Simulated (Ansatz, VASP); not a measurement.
**AlN in VASP and in Ansatz**

File INCAR:

```
SYSTEM = AlN
ALGO = Normal
EDIFF = 1E-8
ENCUT = 520
GGA = PE
ISIF = 2
ISMEAR = 0
LASPH = .TRUE.
LCHARG = .FALSE.
LEFG = .TRUE.
LREAL = .FALSE.
LWAVE = .FALSE.
NBANDS = 16
NELM = 100
PREC = Accurate
SIGMA = 0.05
```

The input KPOINTS:

```
k-points
0
G
  10 10 6
  0 0 0
```

File POSCAR:

```
AlN
1.0
    3.1302231758      0.0000000000      0.0000000000
   -1.5651115879      2.7108527897      0.0000000000
    0.0000000000      0.0000000000      5.0180270175
Al N
2 2
Direct
    0.3333333333      0.6666666667     -0.0007699051
    0.6666666667      0.3333333333      0.4992300949
    0.3333333333      0.6666666667      0.3807699051
    0.6666666667      0.3333333333      0.8807699051
```

Input for Ansatz:

```yaml
crystal:
  lattice:
    - [3.1302231768, 0.0, 0.0]
    - [-1.5651115884, 2.7108527906, 0.0]
    - [0.0, 0.0, 5.0180270132]
  atoms:
    - { symbol: Al, position: [0.3333333333, 0.6666666667, -0.0007699053] }
    - { symbol: Al, position: [0.6666666667, 0.3333333333, 0.4992300947] }
    - { symbol: "N", position: [0.3333333333, 0.6666666667, 0.3807699053] }
    - { symbol: "N", position: [0.6666666667, 0.3333333333, 0.8807699053] }
basis:
  ecutwfc: 420
  ecutrho_ratio: 4
kpoints:
  mp_grid: { grid: [10, 10, 6] }
hamiltonian:
  xc: pbe
  pseudopotentials: { kind: paw, frozen_core: stored }
scf:
  occupations: { method: gaussian, width: 0.05 }
output:
  forces: true
  stress: true
  eigenvalues: true
  efg:
    contact_densities: true
    quadrupole_moments_barn: { "N": 0.02044, Al: 0.1466 }
```

Alike in both runs: task electric field gradients; functional PBE; k mesh 10 × 10 × 6; occupations gaussian, width 0.05 eV; no spin polarisation.

|  | VASP | Ansatz |
| --- | --- | --- |
| version | VASP 6.6.1 | Ansatz 0.2.0 |
| potentials or method | VASP PAW PBE potentials, release 64 (Al, N), cutoff 520 eV | scalar-relativistic, plane waves, PAW |
| valence electrons in the cell | 16 | 16 |

Ansatz gave:

| Property | Result |
| --- | --- |
| gap on the k mesh at the Fermi level (eV) | 4.03 |
| least direct gap on the mesh (eV) | 4.03 |
| pressure (GPa) | 0.0 |
| size of Vzz on the site where it differs most (V/Å²) | 4.4 |

Task: What did VASP give for the same quantities?

Result: gap on the k mesh at the Fermi level (eV): 4.04; least direct gap on the mesh (eV): 4.04; pressure (GPa): -0.3; size of Vzz on the site where it differs most (V/Å²): 4.8.
